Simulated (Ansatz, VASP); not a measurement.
## One calculation of BaTe, two programs

```
Ba Te
1.0
     0.00000    3.53160    3.53160
     3.53160    0.00000    3.53160
     3.53160    3.53160    0.00000
Ba Te
1 1
Direct
  0.50000 0.50000 0.50000
  0.00000 0.00000 0.00000
```

Alike in both runs: task single point; functional r2SCAN; k mesh 6 × 6 × 6; occupations gaussian, width 0.05 eV; no spin polarisation.

```csv
,VASP,Ansatz
version,VASP 6.6.1,Ansatz 0.2.0
potentials or method,"VASP PAW PBE potentials, release 64 (Ba_sv, Te), cutoff 520 eV","scalar-relativistic, plane waves, PAW"
valence electrons in the cell,16,26
```

```csv
,VASP,Ansatz,Ansatz less VASP
gap on the k mesh at the Fermi level (eV),1.93,2.00,+0.073
least direct gap on the mesh (eV),2.32,2.36,+0.045
pressure (GPa),0.3,0.0,-0.32
```

VASP's potentials were made for PBE, not for r2SCAN. VASP's potentials hold 16 valence electrons a cell and Ansatz's 26, so a difference there can come from the potentials and not from the codes.

Neither program's run includes spin-orbit coupling.
